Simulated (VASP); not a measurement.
Set up this calculation in VASP 6.6.1, as the native input.

```
Task                   : single point
Functional             : PBEsol
Potentials or basis    : VASP PAW PBE potentials, release 64 (Ti_sv, Al)
Cutoff                 : 520 eV
k mesh                 : 10 × 10 × 6
Occupations            : gaussian, width 0.15 eV
Spin                   : no spin polarisation
Dipole correction      : no
Further INCAR settings : ALGO = Fast; EDIFF = 1e-07; NBANDS = 36
```

The structure of Ti3Al5 lies in POSCAR:

```
Ti3Al5
1.0
    3.9803774980      0.0000000000      0.0000000000
    0.0000000000      3.9803774980      0.0000000000
    0.0000000000      0.0000000000      7.8820407068
Ti Al
3 5
Direct
    0.0000000000      0.0000000000      0.5000000000
    0.5000000000      0.5000000000      0.0000000000
    0.5000000000      0.5000000000      0.5000000000
    0.0000000000      0.5000000000      0.2523516174
    0.0000000000      0.5000000000      0.7476483826
    0.5000000000      0.0000000000      0.2523516174
    0.5000000000      0.0000000000      0.7476483826
    0.0000000000      0.0000000000      0.0000000000
```

This cell differs from its parent crystal: strain +0.025 along x and y, -0.050 along z.

The input as run:

INCAR

```
SYSTEM = Ti3Al5
PREC = Accurate ; ENCUT = 520
EDIFF = 1E-7 ; ISMEAR = 0
SIGMA = 0.15 ; LREAL = .FALSE.
LASPH = .TRUE. ; NELM = 80
ALGO = Fast ; ISIF = 2
LWAVE = .FALSE. ; LCHARG = .FALSE.
GGA = PS ; NBANDS = 36
```

KPOINTS

```
regular mesh
0
G
  10 10 6
  0 0 0
```

Potentials or basis: VASP PAW PBE potentials, release 64 (Ti_sv, Al).

Run with:

```console
$ cat potpaw_PBE.64/Ti_sv/POTCAR potpaw_PBE.64/Al/POTCAR > POTCAR
$ mpirun -np 1 vasp_std > vasp.out
```

It gave:

| Item | Value |
| --- | --- |
| Pressure | 0.5 GPa |
| Largest force | 0.047 eV/Å |
| Band gap on the k mesh | zero (an odd number of electrons rules out a gap without spin polarisation) |

Caveat: the cell differs from its parent crystal (strain +0.025 along x and y, -0.050 along z); the stress differs along the axes, from -2 to 6 GPa; the PAW data sets were made with another functional, which shifts forces and pressure a little.

Run time: 9.8 min on 1 thread of Intel(R) Xeon(R) 6975P-C (Granite Rapids), with other jobs on the host, peak memory 0.43 GiB.
